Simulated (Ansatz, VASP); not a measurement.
# SrO: VASP beside Ansatz

```
Sr O
1.0
     0.00000    2.56980    2.56980
     2.56980    0.00000    2.56980
     2.56980    2.56980    0.00000
Sr O
1 1
Direct
  0.99270 0.99270 0.00730
  0.50000 0.50000 0.50000
```

Change from the starting cell: all Sr atoms moved +0.037 Å, as atom 1 towards its neighbour atom 2 (O) at 2.570 Å.

Alike in both runs: task single point; functional r2SCAN; k mesh 8 × 8 × 8; occupations gaussian, width 0.05 eV; no spin polarisation.

```csv
,VASP,Ansatz
version,VASP 6.6.1,Ansatz 0.2.0
potentials or method,"VASP PAW PBE potentials, release 64 (Sr_sv, O), cutoff 520 eV","scalar-relativistic, plane waves, PAW"
valence electrons in the cell,16,16
```

|  | VASP | Ansatz | Ansatz less VASP |
| --- | --- | --- | --- |
| gap on the k mesh at the Fermi level (eV) | 3.75 | 3.80 | +0.053 |
| least direct gap on the mesh (eV) | 3.83 | 3.87 | +0.041 |
| pressure (GPa) | 1.7 | 1.2 | -0.56 |
| traceless stress, the component that is largest in VASP (GPa) | 0.12 | 0.11 | -0.007 |
| rms of the force components (eV/Å) | 0.056 | 0.053 | -0.0033 |

VASP's potentials were made for PBE, not for r2SCAN. Atom by atom the forces differ by 0.003 eV/Å (rms over components). With one functional, cell and mesh, what is left measures potentials, basis and numerics.
